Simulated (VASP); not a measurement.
Here is a VASP 6.6.1 calculation.

INCAR

```
ALGO = Normal
EDIFF = 1E-6
ENCUT = 520
GGA = PE
GGA_COMPAT = F
ISIF = 2
ISMEAR = 0
LASPH = T
LCHARG = F
LORBIT = 11
LORBMOM = T
LREAL = F
LSORBIT = T
LWAVE = F
MAGMOM = 0 0 0 0 0 0 0 0 0 0 0 0
NBANDS = 40
NELM = 150
PREC = Accurate
SIGMA = 0.01
```

File KPOINTS:

```
k-points
0
Gamma
  6 6 4
```

POSCAR

```
MgZnTe2
1.0
    4.4327149037      0.0000000000      0.0000000000
    0.0000000000      4.4327149037      0.0000000000
    0.0000000000      0.0000000000      6.3419944609
Mg Te Zn
1 2 1
Direct
    0.0000000000      0.0000000000      0.0000000000
    0.0000000000      0.5000000000      0.2649432007
    0.5000000000      0.0000000000      0.7350567993
    0.5000000000      0.5000000000      0.5000000000
```

Potentials or basis: VASP PAW PBE potentials, release 64 (Mg, Te, Zn).

The run is started by

```sh
$ cat potpaw_PBE.64/Mg/POTCAR potpaw_PBE.64/Te/POTCAR potpaw_PBE.64/Zn/POTCAR > POTCAR
$ mpirun -np 1 vasp_ncl > vasp.out
```

Task: Predict the net moment.

Result: 0.00 μB per cell.

Task: Predict the pressure.

Result: 1.1 GPa.

Forces in eV/Å, atoms in the order of the input:
```
Mg   0.000  0.000  0.000
Te   0.000  0.000 -0.059
Te   0.000  0.000  0.059
Zn   0.000  0.000  0.000
```
